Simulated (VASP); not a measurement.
Set up this calculation in VASP 6.6.1, as the native input.

| Item | Value |
| --- | --- |
| Task | relaxation of cell and atoms |
| Functional | PBE |
| Potentials or basis | VASP PAW PBE potentials, release 64 (Ru_pv) |
| Cutoff | 500 eV |
| k mesh | 8 × 8 × 8 |
| Occupations | gaussian, width 0.1 eV |
| Spin | no spin polarisation |
| Dipole correction | no |
| Further INCAR settings | ALGO = Normal; EDIFF = 1e-07; IBRION = 2; EDIFFG = -0.01; NSW = 100; ISIF = 3 |

The structure of Ru lies in POSCAR:

```
Ru
1.0
   -3.2712154567      3.2712154567      3.2712154567
    3.2712154567     -3.2712154567      3.2712154567
    3.2712154567      3.2712154567     -3.2712154567
Ru
8
Direct
    0.2303190602      0.2303190602      0.2303190602
    0.5000000000      0.0000000000      0.2696809398
    0.2696809398      0.5000000000      0.0000000000
    0.0000000000      0.2696809398      0.5000000000
    0.7696809398      0.7696809398      0.7696809398
    0.5000000000      0.0000000000      0.7303190602
    0.7303190602      0.5000000000      0.0000000000
    0.0000000000      0.7303190602      0.5000000000
```

One way to write it, as run:

INCAR

```
ALGO = Normal
EDIFF = 1E-7
EDIFFG = -0.01
ENCUT = 500
GGA = PE
GGA_COMPAT = F
IBRION = 2
ISIF = 3
ISMEAR = 0
LASPH = T
LCHARG = F
LREAL = F
LWAVE = F
NELM = 120
NELMIN = 4
NSW = 100
PREC = Accurate
SIGMA = 0.1
```

KPOINTS

```
k-points
0
Gamma
  8 8 8
```

Potentials or basis: VASP PAW PBE potentials, release 64 (Ru_pv).

Launch:

```bash
$ cat potpaw_PBE.64/Ru_pv/POTCAR > POTCAR
$ mpirun -np 1 vasp_std > vasp.out
```

Results of the run:

The relaxed volume is 17.54 Å³/atom, the relaxed cell is a = 5.670 Å, b = 5.670 Å, c = 5.670 Å, α = 109.47°, β = 109.47°, γ = 109.47° and the space group after relaxing (to 0.1 Å) is Ia-3 (No. 206). The energy gained by relaxing is 0.2 meV/atom and the ionic steps are 6. The pressure after relaxing is 0.0 GPa, the largest force after relaxing is 0.005 eV/Å and the band gap on the k mesh is zero (bands 56 and 57 overlap by 0.63 eV).

It took 28 min on 1 thread of Oxide Virtual Turin-like Processor, on a shared host, peak memory 0.36 GiB.
